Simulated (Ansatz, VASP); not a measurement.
**ReP: VASP beside Ansatz**

```xyz
2
Lattice="0.0000 2.4580 2.4580 2.4580 0.0000 2.4580 2.4580 2.4580 0.0000" Properties=species:S:1:pos:R:3 pbc="T T T"
Re    2.4580    2.4580    2.4580
P     0.0000    0.0000    0.0000
```

Alike in both runs: task single point; functional LDA; k mesh 12 × 12 × 12; occupations gaussian, width 0.05 eV; no spin polarisation.

|  | VASP | Ansatz |
| --- | --- | --- |
| version | VASP 6.6.1 | Ansatz 0.2.0 |
| potentials or method | VASP PAW LDA potentials, release 64 (Re_sv_GW, P), cutoff 560 eV | scalar-relativistic, plane waves, PAW |
| valence electrons in the cell | 20 | 20 |

|  | VASP | Ansatz | Ansatz less VASP |
| --- | --- | --- | --- |
| gap on the k mesh at the Fermi level (eV) | none | none | - |
| pressure (GPa) | -10.2 | -9.9 | +0.24 |

LDA's correlation is that of Perdew and Zunger in VASP and of Perdew and Wang (1992) in Ansatz. A gap of «none» marks a metal or a gap that the smearing closes.

Spin-orbit coupling is off throughout.
